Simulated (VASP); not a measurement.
# Si2W: single point with PBE

The system is Si2W.

```
Si W
1.0
    -1.57054    1.57054    4.15768
     1.57054   -1.57054    4.15768
     1.57054    1.57054   -4.15768
Si W
2 1
Cartesian
  0.0000 0.0000 2.7821
  0.0000 0.0000 5.5333
  0.0000 0.0000 0.0000
```

This cell differs from its parent crystal: c/a of the conventional cell at fixed volume 2.6473.

```
Program                : VASP 6.6.1
Task                   : single point
Functional             : PBE
Potentials or basis    : VASP PAW PBE potentials, release 64 (Si, W_sv)
Cutoff                 : 520 eV
k mesh                 : 18 × 18 × 18
Occupations            : gaussian, width 0.15 eV
Spin                   : no spin polarisation
Dipole correction      : no
Further INCAR settings : ALGO = Normal; EDIFF = 1e-06; NBANDS = 18
```

```
Pressure               : 0.1 GPa
Largest force          : 0.046 eV/Å
Band gap on the k mesh : zero (bands 11 and 12 overlap by 1.53 eV)
```

Forces in eV/Å, atoms in the order of the input:
```
Si   0.000  0.000  0.046
Si   0.000  0.000 -0.046
W    0.000  0.000  0.000
```

Stress tensor (GPa, compression positive):
```
  9.58   0.00   0.00
  0.00   9.58   0.00
  0.00   0.00 -18.73
```

Levels at points of the mesh, in eV from the Fermi level:
| k point | band 8 | band 9 | band 10 | band 11 | band 12 | band 13 | band 14 | band 15 |
| --- | --- | --- | --- | --- | --- | --- | --- | --- |
| (0.00, 0.00, 0.00) | -3.43 | -2.46 | -2.46 | 1.04 | 3.00 | 3.16 | 3.57 | 3.57 |
| (0.50, 0.00, 0.00) | -5.01 | -2.96 | -2.37 | -0.22 | 2.93 | 3.02 | 3.22 | 3.61 |
| (0.50, 0.50, 0.00) | -5.50 | -4.86 | -3.77 | -1.71 | 1.95 | 2.83 | 2.88 | 3.33 |
| (0.50, 0.50, 0.50) | -2.53 | -0.60 | -0.60 | -0.33 | -0.33 | 1.14 | 2.95 | 4.29 |

It took 8.2 min on 1 thread of Intel Xeon 8259CL, on a shared host, peak memory 0.47 GiB.

Caveat: the stress differs along the axes, from -19 to 10 GPa; spin-orbit coupling is left out, which moves the levels of the heavy elements.
